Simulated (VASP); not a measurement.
# Li3HS (Pm-3m) in VASP: further runs

Runs on Li3HS. Level: LDA. Tasks: single point, relaxation of cell and atoms.

Program: VASP 6.6.1. These are calculated values, not measurements. Logs are shortened: lines on timing, memory, paths and dates and some standing lists are left out, and cuts for length are marked.

### Step 1. The cell of the first run

Symmetry: Pm-3m, No. 221, cubic system. The conventional cell has a = 3.705 Å, b = 3.705 Å, c = 3.705 Å, α = 90.00°, β = 90.00°, γ = 90.00°. S (site symmetry m-3m) has 12 Li at 2.62 Å and 8 H at 3.21 Å within 3.5 Å. Within 2.5 Å of H (site symmetry m-3m) lie 6 Li at 1.85 Å. Li (site symmetry 4/mmm) has 2 H at 1.85 Å within 2.5 Å.

### Step 2. Single point, LDA

Contents of INCAR:

```
  ALGO = Normal
  EDIFF = 1E-7
  ENCUT = 520
  ISIF = 2
  ISMEAR = 0
  LASPH = True
  LCHARG = True
  LELF = True
  LREAL = False
  LVHAR = True
  LWAVE = False
  NBANDS = 16
  NELM = 100
  PREC = Accurate
  SIGMA = 0.02
```

Contents of KPOINTS:

```
k-points
0
Gamma
  6 6 6
```

Contents of POSCAR:

```
Li3HS
1.0
    3.7046506374      0.0000000000      0.0000000000
    0.0000000000      3.7046506374      0.0000000000
    0.0000000000      0.0000000000      3.7046506374
S H Li
1 1 3
Direct
    0.5000000000      0.5000000000      0.5000000000
    0.0000000000      0.0000000000      0.0000000000
    0.5000000000      0.0000000000      0.0000000000
    0.0000000000      0.5000000000      0.0000000000
    0.0000000000      0.0000000000      0.5000000000
```

Potentials or basis: VASP PAW LDA potentials, release 64 (S, H, Li_sv).

On the command line:

```sh
$ cat potpaw_LDA.64/S/POTCAR potpaw_LDA.64/H/POTCAR potpaw_LDA.64/Li_sv/POTCAR > POTCAR
$ mpirun -np 1 vasp_std > vasp.out
```

OUTCAR:

```text
EDIFF = 1E-7
   ENCUT = 520
   ISIF = 2
   ISMEAR = 0
   LASPH = True
   LREAL = False
   NELM = 100
   PREC = Accurate

 ion  position               nearest neighbor table
   1  0.500  0.500  0.500-   3 2.62   4 2.62   5 2.62   3 2.62   4 2.62   3 2.62   5 2.62   3 2.62
                             4 2.62   5 2.62   4 2.62   5 2.62
   2  0.000  0.000  0.000-
   3  0.500  0.000  0.000-   1 2.62   1 2.62   1 2.62   1 2.62
   4  0.000  0.500  0.000-   1 2.62   1 2.62   1 2.62   1 2.62
   5  0.000  0.000  0.500-   1 2.62   1 2.62   1 2.62   1 2.62

  LATTYP: Found a simple cubic cell.
 ALAT       =     3.7046506374

  Lattice vectors:

 A1 = (   3.7046506374,   0.0000000000,   0.0000000000)
 A2 = (   0.0000000000,   3.7046506374,   0.0000000000)
 A3 = (   0.0000000000,   0.0000000000,   3.7046506374)

Analysis of symmetry for initial positions (statically):
=====================================================================
 Subroutine PRICEL returns:
 Original cell was already a primitive cell.

 Routine SETGRP: Setting up the symmetry group for a
 simple cubic supercell.

 Subroutine GETGRP returns: Found 48 space group operations
 (whereof 48 operations were pure point group operations)
 out of a pool of 48 trial point group operations.

The static configuration has the point symmetry O_h .

Analysis of symmetry for dynamics (positions and initial velocities):
=====================================================================
 Subroutine PRICEL returns:
 Original cell was already a primitive cell.

 Routine SETGRP: Setting up the symmetry group for a
 simple cubic supercell.

 Subroutine GETGRP returns: Found 48 space group operations
 (whereof 48 operations were pure point group operations)
 out of a pool of 48 trial point group operations.

The dynamic configuration has the point symmetry O_h .

 Subroutine INISYM returns: Found 48 space group operations
 (whereof 48 operations are pure point group operations),
 and found     1 'primitive' translations

----------------------------------------------------------------------------------------

                                     Primitive cell

  volume of cell :      50.8442

  direct lattice vectors                    reciprocal lattice vectors
     3.704650637  0.000000000  0.000000000     0.269930986  0.000000000  0.000000000
     0.000000000  3.704650637  0.000000000     0.000000000  0.269930986  0.000000000
     0.000000000  0.000000000  3.704650637     0.000000000  0.000000000  0.269930986

  length of vectors
[... 89 lines left out ...]
   ISIF   =      2    stress and relaxation
   ISYM   =      2    0-nonsym 1-usesym 2-fastsym
   POTIM  = 0.5000    time-step for ionic-motion
   TEBEG  =    0.0;   TEEND  =   0.0 temperature during run
   PSTRESS=    0.0 pullay stress
   NELECT =      16.0000    total number of electrons
   NUPDOWN=      -1.0000    fix difference up-down
   EMIN   =  10.00;   EMAX   =-10.00  energy-range for DOS
   EFERMI =   0.00;   METHOD = LEGACY
   ISMEAR =     0;   SIGMA  =   0.02  broadening in eV -4-tet -1-fermi 0-gaus
   EFERMI_NEDOS =   21; number of points for ismear=-14 and -15
   IALGO  =     38    algorithm
   IMIX   =      4    mixing-type and parameters
     AMIX     =   0.40;   BMIX     =  1.00
     AMIX_MAG =   1.60;   BMIX_MAG =  1.00
  volume/ion in A,a.u.               =      10.17        68.62
  Fermi-wavevector in a.u.,A,eV,Ry     =   1.113527  2.104262 16.870452  1.239943
  Thomas-Fermi vector in A             =   2.250113
   LORBIT       =      0    0 simple, 1 ext, 2 COOP (PROOUT), +10 PAW based schemes
   GGA     = CA    functional components
   LHFCALC =     F    Hartree Fock is set to
   AEXX    =    0.0000 exact exchange contribution
   IVDW    =     0    specifies the selected vdW correction
   LEPSILON=     F    determine dielectric tensor
   LRPA    =     F    only Hartree local field effects (RPA)
 non-spin polarized calculation
 Gauss-broadening in eV      SIGMA  =   0.02
  energy-cutoff  :      520.00
  volume of cell :       50.84
 maximum number of plane-waves:      1406
 NGX is ok and might be reduce to    28
   NGX = 13   NGY = 13   NGZ = 13

 number of electron      15.9999971 magnetization

 Free energy of the ion-electron system (eV)
  ---------------------------------------------------
  ext. energy  EPLUGINS =         0.00000000
  ---------------------------------------------------
  free energy    TOTEN  =       -19.33603251 eV

  energy without entropy =      -19.33603251  energy(sigma->0) =      -19.33603251

 E-fermi :   2.9186     XC(G=0):  -9.7107

 val. band max:        2.8230698006   @ k =   0.5000   0.5000   0.0000
 cond. band min:       7.1781668465   @ k =   0.5000   0.0000   0.0000
 fundamental gap:      4.3550970459
 Fermi energy:         2.9185643641

 k-point     1 :       0.0000    0.0000    0.0000
  band No.  band energies     occupation
      1     -40.8952      2.00000
      2     -40.7816      2.00000
      3     -40.7816      2.00000
      4      -8.7410      2.00000
      5       0.4120      2.00000
      6       1.5182      2.00000
[... 357 lines left out ...]
      3     -40.8166      2.00000
      4      -7.5385      2.00000
      5      -0.7731      2.00000
      6      -0.1528      2.00000
[... 8 lines left out ...]
     15      18.5055      0.00000
     16      18.8916      0.00000

------------------------ aborting loop because EDIFF is reached ----------------------------------------

  FORCE on cell =-STRESS in cart. coord.  units (eV):
  Direction    XX          YY          ZZ          XY          YZ          ZX
  --------------------------------------------------------------------------------------
  -------------------------------------------------------------------------------------
  Total       -0.0350890     -0.0350890     -0.0350890     -0.0000000     -0.0000000     -0.0000000
  in kB       -1.1057070     -1.1057070     -1.1057070     -0.0000000     -0.0000000     -0.0000000
  external PRESSURE =      -1.1057070 kB  Pullay stress =       0.0000000 kB

 VOLUME and BASIS-vectors are now :
 -----------------------------------------------------------------------------
  energy-cutoff  :      520.00
  volume of cell :       50.84
      direct lattice vectors                 reciprocal lattice vectors
     3.704650637  0.000000000  0.000000000     0.269930986  0.000000000  0.000000000
     0.000000000  3.704650637  0.000000000     0.000000000  0.269930986  0.000000000
     0.000000000  0.000000000  3.704650637     0.000000000  0.000000000  0.269930986

 POSITION                                       TOTAL-FORCE (eV/Angst)
 -----------------------------------------------------------------------------------
      1.85233      1.85233      1.85233         0.000000      0.000000      0.000000
      0.00000      0.00000      0.00000         0.000000      0.000000      0.000000
      1.85233      0.00000      0.00000         0.000000      0.000000      0.000000
      0.00000      1.85233      0.00000         0.000000      0.000000      0.000000
      0.00000      0.00000      1.85233         0.000000      0.000000      0.000000
 -----------------------------------------------------------------------------------
    total drift:                                0.000000      0.000000     -0.000000

  FREE ENERGIE OF THE ION-ELECTRON SYSTEM (eV)
  ---------------------------------------------------
  free  energy   TOTEN  =       -19.3360325144 eV

  energy  without entropy=      -19.3360325144  energy(sigma->0) =      -19.33603251
```

stdout:

```text
POSCAR found type information on POSCAR S H Li
 POSCAR found :  3 types and       5 ions
 scaLAPACK will be used
 LDA part: xc-table for (Slater(with rela. corr.)+CA(PZ))
 , standard interpolation
 POSCAR, INCAR and KPOINTS ok, starting setup
 FFT: planning ... GRIDC
 FFT: planning ... GRID_SOFT
 FFT: planning ... GRID
 WAVECAR not read
 entering main loop
```

Wall time 18 s (1 thread of Intel Xeon Platinum 8259CL at 2.50GHz (Skylake/Cascade Lake), shared host); peak memory 0.14 GiB.

What came out:

* Free energy: -19.3360 eV
* Band gap on the k mesh: 4.36 eV (least direct gap 4.71 eV)

Caveat: the cutoff is under 1.25 times the usual one of these potentials, so pressure, stress and relaxed cells hold a basis-set (Pulay) error. A k mesh can miss the band edges.

### Step 3. Relaxation of cell and atoms, LDA

This run uses another cell than the first one, of 10.98 Å³/atom.

Contents of INCAR:

```
SYSTEM = Li3HS
PREC     = Accurate       ! precision mode
ENCUT    = 600            ! plane-wave cutoff, eV
EDIFF    = 1E-6           ! SCF threshold, eV
ISMEAR   = 0              ! smearing method
SIGMA    = 0.02           ! smearing width, eV
LREAL    = .False.        ! projectors in reciprocal space
LASPH    = .True.         ! aspherical terms in the spheres
NELM     = 60             ! most SCF steps
ALGO     = Normal         ! electronic algorithm
ISIF     = 3              ! what is computed and relaxed
LWAVE    = .False.        ! write WAVECAR
LCHARG   = .False.        ! write CHGCAR
IBRION   = 2              ! ionic algorithm
NSW      = 70             ! ionic steps
EDIFFG   = -0.005         ! ionic threshold
```

Contents of KPOINTS:

```
regular mesh
0
Gamma
  6 6 6
  0 0 0
```

POSCAR, as its differences from that of step 2:

```diff
@@ -2,5 +2,5 @@
 1.0
-    3.7046506374      0.0000000000      0.0000000000
-    0.0000000000      3.7046506374      0.0000000000
-    0.0000000000      0.0000000000      3.7046506374
+    3.8011716747      0.0000000000      0.0000000000
+    0.0000000000      3.8011716747      0.0000000000
+    0.0000000000      0.0000000000      3.8011716747
 S H Li
```

Potentials or basis: VASP PAW LDA potentials, release 64 (S, H, Li_sv).

On the command line:

```sh
$ cat potpaw_LDA.64/S/POTCAR potpaw_LDA.64/H/POTCAR potpaw_LDA.64/Li_sv/POTCAR > POTCAR
$ mpirun -np 1 vasp_std > vasp.out
```

OUTCAR:

```text
SYSTEM = Li3HS
   PREC = Accurate
   ENCUT = 600
   EDIFF = 1E-6
   ISMEAR = 0
   LREAL = .False.
   LASPH = .True.
   NELM = 60
   ISIF = 3
   IBRION = 2
   NSW = 70
   EDIFFG = -0.005

 ion  position               nearest neighbor table
   1  0.500  0.500  0.500-   3 2.69   4 2.69   5 2.69   3 2.69   4 2.69   3 2.69   5 2.69   3 2.69
                             4 2.69   5 2.69   4 2.69   5 2.69
   2  0.000  0.000  0.000-
   3  0.500  0.000  0.000-   1 2.69   1 2.69   1 2.69   1 2.69
   4  0.000  0.500  0.000-   1 2.69   1 2.69   1 2.69   1 2.69
   5  0.000  0.000  0.500-   1 2.69   1 2.69   1 2.69   1 2.69

  LATTYP: Found a simple cubic cell.
 ALAT       =     3.8011716747

  Lattice vectors:

 A1 = (   3.8011716747,   0.0000000000,   0.0000000000)
 A2 = (   0.0000000000,   3.8011716747,   0.0000000000)
[... 186 lines left out ...]
  Total       -1.2101425     -1.2101425     -1.2101425     -0.0000000      0.0000000     -0.0000000
  in kB      -35.3016200    -35.3016200    -35.3016200     -0.0000000      0.0000000     -0.0000000
  external PRESSURE =     -35.3016200 kB  Pullay stress =       0.0000000 kB
[... 104 lines left out ...]
--------------------------------------- Ionic step        4  -------------------------------------------

 number of electron      16.0000014 magnetization

 Free energy of the ion-electron system (eV)
  ---------------------------------------------------
  ext. energy  EPLUGINS =         0.00000000
  ---------------------------------------------------
  free energy    TOTEN  =       -19.34090713 eV

  energy without entropy =      -19.34090713  energy(sigma->0) =      -19.34090713

 E-fermi :   2.9629     XC(G=0):  -9.7269

 val. band max:        2.8524713696   @ k =   0.5000   0.5000   0.0000
 cond. band min:       7.2267838100   @ k =   0.5000   0.0000   0.0000
 fundamental gap:      4.3743124404
 Fermi energy:         2.9629021836

 k-point     1 :       0.0000    0.0000    0.0000
  band No.  band energies     occupation
      1     -40.8579      2.00000
      2     -40.7427      2.00000
      3     -40.7427      2.00000
      4      -8.7269      2.00000
      5       0.4416      2.00000
      6       1.5399      2.00000
      7       1.5399      2.00000
      8       1.5399      2.00000
      9       9.2391      0.00000
     10       9.2391      0.00000
     11      10.2782      0.00000
     12      10.2782      0.00000
[... 315 lines left out ...]
  FREE ENERGIE OF THE ION-ELECTRON SYSTEM (eV)
  ---------------------------------------------------
  free  energy   TOTEN  =       -19.3409071261 eV

  energy  without entropy=      -19.3409071261  energy(sigma->0) =      -19.34090713

 reached required accuracy - stopping structural energy minimisation
```

CONTCAR:

```text
Li3HS
   1.00000000000000
     3.6995296000403082    0.0000000000000000   -0.0000000000000000
    -0.0000000000000000    3.6995296000403082    0.0000000000000000
     0.0000000000000000    0.0000000000000000    3.6995296000403082
  S               H               Li
     1     1     3
Direct
     0.5000000000000000    0.5000000000000000    0.5000000000000000
     0.0000000000000000    0.0000000000000000    0.0000000000000000
     0.5000000000000000    0.0000000000000000    0.0000000000000000
     0.0000000000000000    0.5000000000000000    0.0000000000000000
     0.0000000000000000    0.0000000000000000    0.5000000000000000

  0.00000000E+00  0.00000000E+00  0.00000000E+00
  0.00000000E+00  0.00000000E+00  0.00000000E+00
  0.00000000E+00  0.00000000E+00  0.00000000E+00
  0.00000000E+00  0.00000000E+00  0.00000000E+00
  0.00000000E+00  0.00000000E+00  0.00000000E+00
```

Wall time 40 s (1 thread of Intel Xeon Platinum 8259CL at 2.50GHz (Skylake/Cascade Lake), shared host); peak memory 0.15 GiB.

Results:

```
Free energy                           : -19.3409 eV
Relaxed volume                        : 10.13 Å³/atom
Relaxed cell                          : a = 3.700 Å, b = 3.700 Å, c = 3.700 Å, α = 90.00°, β = 90.00°, γ = 90.00°
Space group after relaxing (to 0.1 Å) : Pm-3m (No. 221)
Energy gained by relaxing             : 10.0 meV/atom
Ionic steps                           : 4
Pressure after relaxing               : 0.0 GPa
Band gap on the k mesh                : 4.37 eV (least direct gap 4.73 eV)
```

Step by step:
```tsv
step	energy change (eV)	largest force (eV/Å)	pressure (GPa)	volume (Å³)
1	0.0000	0.0000	-3.53	54.92
2	-0.0338	0.0000	-2.13	53.02
3	-0.0501	0.0000	-0.18	50.82
4	-0.0502	0.0000	0.02	50.63
```

Final structure:
```cif
data_structure
_symmetry_space_group_name_H-M 'P 1'
_symmetry_Int_Tables_number 1
_cell_length_a 3.6995
_cell_length_b 3.6995
_cell_length_c 3.6995
_cell_angle_alpha 90.000
_cell_angle_beta 90.000
_cell_angle_gamma 90.000
_cell_volume 50.63
loop_
_atom_site_label
_atom_site_type_symbol
_atom_site_fract_x
_atom_site_fract_y
_atom_site_fract_z
_atom_site_occupancy
S1 S 0.50000 0.50000 0.50000 1
H1 H 0.00000 0.00000 0.00000 1
Li1 Li 0.50000 0.00000 0.00000 1
Li2 Li 0.00000 0.50000 0.00000 1
Li3 Li 0.00000 0.00000 0.50000 1
```

Caveat: the cutoff is under 1.25 times the usual one of these potentials, so pressure, stress and relaxed cells hold a basis-set (Pulay) error.
